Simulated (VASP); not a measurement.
Wanted: the native input for a VASP 6.6.1 run.

| Quantity | Value |
| --- | --- |
| Task | single point |
| Functional | PBEsol |
| Potentials or basis | VASP PAW PBE potentials, release 64 (In_d, Sb) |
| Cutoff | 520 eV |
| k mesh | 10 × 10 × 10 |
| Occupations | gaussian, width 0.1 eV |
| Spin | no spin polarisation |
| Dipole correction | no |
| Further INCAR settings | ALGO = Fast; EDIFF = 1e-07; NBANDS = 30 |

The structure of In3Sb lies in POSCAR:

```
In3Sb
1.0
    4.8369620000      0.0000000000      0.0000000000
    0.0000000000      4.8369620000      0.0000000000
    0.0000000000      0.0000000000      4.8369620000
In Sb
3 1
Direct
    0.5000000000      0.5000000000      0.0000000000
    0.5000000000      0.0000000000      0.5000000000
    0.0000000000      0.5000000000      0.5000000000
    0.0000000000      0.0000000000      0.0000000000
```

One way to write it, as run:

INCAR

```
SYSTEM = In3Sb
ALGO = Fast
EDIFF = 1E-7
ENCUT = 520
GGA = PS
ISIF = 2
ISMEAR = 0
LASPH = .TRUE.
LCHARG = .FALSE.
LREAL = .FALSE.
LWAVE = .FALSE.
NBANDS = 30
NELM = 100
PREC = Accurate
SIGMA = 0.1
```

KPOINTS

```
k-points
0
G
  10 10 10
  0 0 0
```

Potentials or basis: VASP PAW PBE potentials, release 64 (In_d, Sb).

The run is started by

```sh
$ cat potpaw_PBE.64/In_d/POTCAR potpaw_PBE.64/Sb/POTCAR > POTCAR
$ mpirun -np 1 vasp_std > vasp.out
```

It gave:

The pressure is -2.7 GPa and the band gap on the k mesh is zero (bands 22 and 23 overlap by 3.54 eV).

Caveat: the PAW data sets were made with another functional, which shifts forces and pressure a little; spin-orbit coupling is left out, which moves the levels of the heavy elements.

Run time: 5.2 min on 1 thread of Intel Xeon 8259CL (shared host), peak memory 0.32 GiB.
